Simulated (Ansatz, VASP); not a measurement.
# CO2 in VASP and in Ansatz

```
C O
1.0
    12.00000    0.00000    0.00000
     0.00000   12.00000    0.00000
     0.00000    0.00000   12.00000
C O
1 2
Cartesian
  6.0000 6.0000 6.0000
  6.0000 6.0000 7.1600
  6.0000 6.0000 4.8400
```

Alike in both runs: task single point; functional r2SCAN; k mesh 1 × 1 × 1; no spin polarisation.

|  | VASP | Ansatz |
| --- | --- | --- |
| version | VASP 6.6.1 | Ansatz 0.2.0 |
| potentials or method | VASP PAW PBE potentials, release 64 (C, O) | scalar-relativistic, plane waves, PAW |
| plane-wave cutoff (eV) | 520 | 500 |
| occupations | gaussian, width 0.01 eV | fixed |
| valence electrons in the cell | 16 | 16 |

Ansatz gave:

| Item | Value |
| --- | --- |
| gap on the k mesh at the Fermi level (eV) | 9.00 |
| rms of the force components (eV/Å) | 0.048 |

**Question.** Which values does VASP return?

**Answer.** gap on the k mesh at the Fermi level (eV): 9.01; rms of the force components (eV/Å): 0.423.

VASP's potentials were made for PBE, not for r2SCAN. Atom by atom the forces differ by 0.374 eV/Å (rms over components). One of these differences is far larger than is usual between the two programs; its cause wasn't traced. Ansatz's warnings: xc potential rough in thin density.

Noted on VASP's run: the standard files for N, O and F lose accuracy on very short bonds.
